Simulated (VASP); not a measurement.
# Rh (I4/mmm) in VASP: notebook, part 2 of 2

VASP 6.6.1.

## Step 3: Single point, PBE (strain +0.000 along x and y, -0.025 along z)

File INCAR:

```
  PREC = Accurate
  ENCUT = 520
  EDIFF = 1E-6
  ISMEAR = 0
  SIGMA = 0.15
  LREAL = False
  LASPH = True
  NELM = 80
  ALGO = Fast
  ISIF = 2
  LWAVE = False
  LCHARG = True
  GGA = PE
  LELF = True
  LVHAR = True
  NBANDS = 14
```

File KPOINTS:

```
regular mesh
0
Gamma
  26 26 26
```

File POSCAR:

```
Rh
1.0
    0.0000000000      1.9149654119      1.8670912766
    1.9149654119      0.0000000000      1.8670912766
    1.9149654119      1.9149654119      0.0000000000
Rh
1
Direct
    0.0000000000      0.0000000000      0.0000000000
```

Potentials or basis: VASP PAW PBE potentials, release 64 (Rh_pv).

The run is started by

```sh
$ cat potpaw_PBE.64/Rh_pv/POTCAR > POTCAR
$ mpirun -np 1 vasp_std > vasp.out
```

Wall time 2.1 min (1 thread of AMD EPYC 9R45 (Zen 5), shared host); peak memory 0.29 GiB.

Results (log left out):

* Free energy: -7.2535 eV
* Pressure: 7.2 GPa
* Band gap on the k mesh: zero (an odd number of electrons rules out a gap without spin polarisation)

Stress tensor (GPa, compression positive):
```
 5.13  0.00  0.00
 0.00  5.13  0.00
 0.00  0.00 11.23
```

Levels at points of the mesh, in eV from the Fermi level:
| k point | band 4 | band 5 | band 6 | band 7 | band 8 | band 9 | band 10 | band 11 |
| --- | --- | --- | --- | --- | --- | --- | --- | --- |
| (0.00, 0.00, 0.00) | -7.98 | -3.18 | -3.18 | -2.91 | -1.16 | -0.83 | 16.01 | 20.53 |
| (0.50, 0.00, 0.00) | -6.15 | -3.31 | -3.02 | 0.51 | 0.65 | 0.74 | 8.69 | 15.49 |
| (0.50, 0.50, 0.00) | -6.35 | -5.99 | 0.54 | 1.01 | 1.01 | 3.64 | 12.81 | 13.05 |
| (0.50, 0.00, 0.50) | -6.34 | -5.96 | 0.55 | 0.87 | 1.11 | 3.10 | 12.10 | 13.37 |

Caveat: the cell differs from its parent crystal (strain +0.000 along x and y, -0.025 along z); the stress differs along the axes, from 5 to 11 GPa.

## Step 4: Single point, PBE (strain -0.025 along x and y, +0.025 along z)

File INCAR:

```
PREC = Accurate
ENCUT = 520
EDIFF = 1E-6
ISMEAR = 0
SIGMA = 0.15
LREAL = F
LASPH = T
NELM = 100
ALGO = Fast
ISIF = 2
LWAVE = F
LCHARG = F
GGA = PE
NBANDS = 14
```

KPOINTS is that of step 3.

File POSCAR:

```
Rh
1.0
    0.0000000000      1.8670912766      1.9628395472
    1.8670912766      0.0000000000      1.9628395472
    1.8670912766      1.8670912766      0.0000000000
Rh
1
Direct
    0.0000000000      0.0000000000      0.0000000000
```

The run is started by

```sh
$ cat potpaw_PBE.64/Rh_pv/POTCAR > POTCAR
$ mpirun -np 1 vasp_std > vasp.out
```

Wall time 2 min (1 thread of AMD EPYC 9R45 (Zen 5), shared host); peak memory 0.29 GiB.

Results (log left out):

| Quantity | Value |
| --- | --- |
| Free energy | -7.2394 eV |
| Pressure | 7.7 GPa |
| Band gap on the k mesh | zero (an odd number of electrons rules out a gap without spin polarisation) |

Stress tensor (GPa, compression positive):
```
11.95  0.00  0.00
 0.00 11.95  0.00
 0.00  0.00 -0.89
```

Levels at points of the mesh, in eV from the Fermi level:
| k point | band 3 | band 4 | band 5 | band 6 | band 7 | band 8 | band 9 | band 10 | band 11 | band 12 |
| --- | --- | --- | --- | --- | --- | --- | --- | --- | --- | --- |
| (0.00, 0.00, 0.00) | -46.37 | -7.99 | -3.45 | -2.89 | -2.89 | -1.34 | -0.67 | 16.04 | 20.50 | 20.53 |
| (0.50, 0.00, 0.00) | -46.44 | -6.15 | -3.44 | -2.89 | 0.45 | 0.71 | 0.74 | 8.72 | 15.45 | 20.53 |
| (0.50, 0.50, 0.00) | -46.60 | -6.34 | -5.96 | 0.60 | 0.97 | 0.97 | 2.59 | 11.42 | 13.98 | 13.98 |
| (0.50, 0.00, 0.50) | -46.64 | -6.36 | -5.97 | 0.51 | 0.76 | 1.26 | 3.64 | 12.81 | 12.82 | 13.35 |

Caveat: the cell differs from its parent crystal (strain -0.025 along x and y, +0.025 along z); the stress differs along the axes, from -1 to 12 GPa.

## Step 5: Single point, PBE (strain -0.025 along x and y, +0.050 along z)

File INCAR:

```
PREC = Accurate ; ENCUT = 520
EDIFF = 1E-6 ; ISMEAR = 0
SIGMA = 0.15 ; LREAL = F
LASPH = T ; NELM = 100
ALGO = Fast ; ISIF = 2
LWAVE = F ; LCHARG = F
GGA = PE ; NBANDS = 14
```

KPOINTS is that of step 4.

File POSCAR:

```
Rh
1.0
    0.0000000000      1.8670912766      2.0107136825
    1.8670912766      0.0000000000      2.0107136825
    1.8670912766      1.8670912766      0.0000000000
Rh
1
Direct
    0.0000000000      0.0000000000      0.0000000000
```

The run is started by

```sh
$ cat potpaw_PBE.64/Rh_pv/POTCAR > POTCAR
$ mpirun -np 1 vasp_std > vasp.out
```

It took 2.1 min on 1 thread of AMD EPYC 9R45 (Zen 5), shared host; peak memory 0.3 GiB.

It converged, with:

- Free energy: -7.2277 eV
- Pressure: 1.5 GPa
- Band gap on the k mesh: zero (an odd number of electrons rules out a gap without spin polarisation)

Stress tensor (GPa, compression positive):
```
  7.37   0.00   0.00
  0.00   7.37   0.00
  0.00   0.00 -10.36
```

Levels at points of the mesh, in eV from the Fermi level:
| k point | band 4 | band 5 | band 6 | band 7 | band 8 | band 9 | band 10 | band 11 |
| --- | --- | --- | --- | --- | --- | --- | --- | --- |
| (0.00, 0.00, 0.00) | -7.80 | -3.49 | -2.67 | -2.67 | -1.47 | -0.49 | 16.11 | 19.98 |
| (0.50, 0.00, 0.00) | -5.94 | -3.42 | -2.64 | 0.39 | 0.73 | 0.78 | 8.49 | 15.38 |
| (0.50, 0.50, 0.00) | -6.10 | -5.74 | 0.60 | 0.91 | 0.91 | 2.26 | 10.71 | 14.14 |
| (0.50, 0.00, 0.50) | -6.13 | -5.74 | 0.46 | 0.60 | 1.34 | 3.79 | 12.46 | 12.73 |

Caveat: the cell differs from its parent crystal (strain -0.025 along x and y, +0.050 along z); the stress differs along the axes, from -10 to 7 GPa.

## Step 6: Single point, PBE (strain +0.000 along x and y, +0.025 along z)

File INCAR:

```
PREC     = Accurate       # precision mode
ENCUT    = 520            # plane-wave cutoff, eV
EDIFF    = 1E-7           # SCF threshold, eV
ISMEAR   = 0              # smearing method
SIGMA    = 0.15           # smearing width, eV
LREAL    = F              # projectors in reciprocal space
LASPH    = T              # aspherical terms in the spheres
NELM     = 60             # most SCF steps
ALGO     = Fast           # electronic algorithm
ISIF     = 2              # what is computed and relaxed
LWAVE    = F              # write WAVECAR
LCHARG   = F              # write CHGCAR
GGA      = PE             # functional
NBANDS   = 14             # bands
```

KPOINTS is that of step 5.

File POSCAR:

```
Rh
1.0
    0.0000000000      1.9149654119      1.9628395472
    1.9149654119      0.0000000000      1.9628395472
    1.9149654119      1.9149654119      0.0000000000
Rh
1
Direct
    0.0000000000      0.0000000000      0.0000000000
```

Potentials or basis: VASP PAW PBE potentials, release 64 (Rh_pv).

The run is started by

```sh
$ cat potpaw_PBE.64/Rh_pv/POTCAR > POTCAR
$ mpirun -np 1 vasp_std > vasp.out
```

Wall time 2.5 min (1 thread of AMD EPYC 9R45 (Zen 5), shared host); peak memory 0.3 GiB.

The run converged. Its results:

- Free energy: -7.2557 eV
- Pressure: -5.7 GPa
- Band gap on the k mesh: zero (an odd number of electrons rules out a gap without spin polarisation)

Stress tensor (GPa, compression positive):
```
-3.93  0.00  0.00
 0.00 -3.93  0.00
 0.00  0.00 -9.30
```

Levels at points of the mesh, in eV from the Fermi level:
| k point | band 5 | band 6 | band 7 | band 8 | band 9 | band 10 |
| --- | --- | --- | --- | --- | --- | --- |
| (0.00, 0.00, 0.00) | -3.03 | -2.77 | -2.77 | -1.08 | -0.77 | 16.03 |
| (0.50, 0.00, 0.00) | -3.05 | -2.80 | 0.47 | 0.59 | 0.79 | 8.19 |
| (0.50, 0.50, 0.00) | -5.53 | 0.52 | 0.90 | 0.90 | 2.88 | 11.26 |
| (0.50, 0.00, 0.50) | -5.54 | 0.49 | 0.81 | 1.03 | 3.39 | 11.93 |

Caveat: the cell differs from its parent crystal (strain +0.000 along x and y, +0.025 along z); the stress differs along the axes, from -9 to -4 GPa.

## Step 7: The runs side by side

| cell | further INCAR settings | gap on the mesh (eV) | pressure (GPa) |
| --- | --- | --- | --- |
| a = 2.675, b = 2.675, c = 2.640 Å, angles 60.4, 60.4, 59.2°, 1 atom | ALGO = Fast; EDIFF = 1e-06; NBANDS = 14 | none | 15.1 |
| a = 2.675, b = 2.675, c = 2.708 Å, angles 59.6, 59.6, 60.8°, 1 atom | ALGO = Fast; EDIFF = 1e-06; NBANDS = 14 | none | 7.2 |
| a = 2.709, b = 2.709, c = 2.640 Å, angles 60.8, 60.8, 58.3°, 1 atom | ALGO = Fast; EDIFF = 1e-06; NBANDS = 14 | none | 7.7 |
| a = 2.744, b = 2.744, c = 2.640 Å, angles 61.2, 61.2, 57.5°, 1 atom | ALGO = Fast; EDIFF = 1e-06; NBANDS = 14 | none | 1.5 |
| a = 2.742, b = 2.742, c = 2.708 Å, angles 60.4, 60.4, 59.2°, 1 atom | ALGO = Fast; EDIFF = 1e-07; NBANDS = 14 | none | -5.7 |

Alike in all rows: task single point; level PBE; potentials or basis VASP PAW PBE potentials, release 64 (Rh_pv); no spin polarisation; k mesh 26 × 26 × 26; cutoff (eV) 520; smearing gaussian 0.15 eV.

Caveats: the stress differs along the axes, from 10 to 17 GPa (at least some runs); the stress differs along the axes, from 5 to 11 GPa (at least some runs); the stress differs along the axes, from -1 to 12 GPa (at least some runs); the stress differs along the axes, from -10 to 7 GPa (at least some runs); the stress differs along the axes, from -9 to -4 GPa (at least some runs).

Absolute energies hang on the potentials; compare differences alone.
